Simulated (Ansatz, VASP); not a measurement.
Zr2B: VASP beside Ansatz

Contents of INCAR:

```
PREC = Accurate
ENCUT = 600
EDIFF = 1E-7
ISMEAR = 0
SIGMA = 0.1
LREAL = F
LASPH = T
NELM = 150
ALGO = Fast
ISIF = 3
LWAVE = F
LCHARG = F
ISPIN = 2
MAGMOM = 0.83 0.64 0
LORBIT = 11
LMAXMIX = 4
GGA = PE
IBRION = 2
NSW = 100
EDIFFG = -0.01
```

The input KPOINTS:

```
regular mesh
0
Gamma
  14 14 14
```

Contents of POSCAR:

```
Zr2B
1.0
    0.0000000000      3.0498837083      3.0498837083
    3.0498837083      0.0000000000      3.0498837083
    3.0498837083      3.0498837083      0.0000000000
Zr B
2 1
Direct
    0.7500000000      0.7500000000      0.7500000000
    0.0000000000      0.0000000000      0.0000000000
    0.2500000000      0.2500000000      0.2500000000
```

Input for Ansatz:

```yaml
crystal:
  lattice:
    - [0.0, 3.0498837083, 3.0498837083]
    - [3.0498837083, 0.0, 3.0498837083]
    - [3.0498837083, 3.0498837083, 0.0]
  atoms:
    - { symbol: Zr, position: [0.75, 0.75, 0.75], spin: 0.83 }
    - { symbol: Zr, position: [0.0, 0.0, 0.0], spin: 0.64 }
    - { symbol: B, position: [0.25, 0.25, 0.25] }
basis:
  ecutwfc: 420
kpoints:
  mp_grid: { grid: [14, 14, 14] }
hamiltonian:
  xc: pbe
scf:
  occupations: { method: gaussian, width: 0.1 }
output:
  forces: true
  stress: true
  eigenvalues: true
  populations: true
  write_density: true
  write_potential: true
  elf: true
  volumetric_format: npy
magnetization:
  spin_polarized: true
relax:
  adjacent_minimum: "off"
  f_tol: 0.01
  max_steps: 80
  cell: { stress_tol: 0.05 }
```

Alike in both runs: task relaxation of cell and atoms; functional PBE; k mesh 14 × 14 × 14; occupations gaussian, width 0.1 eV; collinear spin.

|  | VASP | Ansatz |
| --- | --- | --- |
| version | VASP 6.6.1 | Ansatz 0.2.0 |
| potentials or method | VASP PAW PBE potentials, release 64 (Zr_sv, B), cutoff 600 eV | scalar-relativistic, plane waves, PAW |
| valence electrons in the cell | 27 | 27 |

```csv
,VASP,Ansatz,Ansatz less VASP
"gap on the k mesh at the Fermi level, each at its own relaxed structure (eV)",none,none,-
net moment per atom (μB),0.82,0.81,-0.006
size of the moment on the site where the two differ most (μB),1.10,0.89,-0.205
relaxed volume (Å³/atom),20.04,20.01,-0.036
relaxed cell length with the largest relative difference (Å),4.398,4.395,-0.0027
```

Site moments also hang on the region over which each program counts them. A gap of «none» marks a metal or a gap that the smearing closes.
